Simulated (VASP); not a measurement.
Wanted: the native input for a VASP 6.6.1 run.

```yaml
Task: single point
Functional: PBEsol
Potentials_or_basis: VASP PAW PBE potentials, release 64 (Rb_sv, Br)
Cutoff: 520 eV
k_mesh: 7 × 7 × 7
Occupations: fermi-dirac, width 0.03 eV
Spin: no spin polarisation
Dipole_correction: no
Further_INCAR_settings: ALGO = Normal; EDIFF = 1e-06; NBANDS = 15
```

The structure of RbBr lies in POSCAR:

```
RbBr
1.0
    0.0000000000      3.4275000000      3.3932250000
    3.4275000000      0.0000000000      3.3932250000
    3.4275000000      3.4275000000      0.0000000000
Rb Br
1 1
Direct
    0.0000000000      0.0000000000      0.0000000000
    0.5000000000      0.5000000000      0.5000000000
```

This cell differs from its parent crystal: zz strain of -1 %.

One way to write it, as run:

INCAR

```
SYSTEM = RbBr
PREC = Accurate ; ENCUT = 520
EDIFF = 1E-6 ; ISMEAR = -1
SIGMA = 0.03 ; LREAL = .FALSE.
LASPH = .TRUE. ; NELM = 60
ALGO = Normal ; ISIF = 2
LWAVE = .FALSE. ; LCHARG = .TRUE.
GGA = PS ; LELF = .TRUE.
LVHAR = .TRUE. ; NBANDS = 15
```

KPOINTS

```
regular mesh
0
G
  7 7 7
  0 0 0
```

Potentials or basis: VASP PAW PBE potentials, release 64 (Rb_sv, Br).

The run is started by

```sh
$ cat potpaw_PBE.64/Rb_sv/POTCAR potpaw_PBE.64/Br/POTCAR > POTCAR
$ mpirun -np 1 vasp_std > vasp.out
```

Results of the run:

The pressure is 0.1 GPa and the band gap on the k mesh is 4.22 eV, direct.

Caveat: the cell differs from its parent crystal (zz strain of -1 %); the PAW data sets were made with another functional, which shifts forces and pressure a little.

Run time: 40 s on 1 thread of Intel Xeon 6975P-C (shared host), peak memory 0.22 GiB.
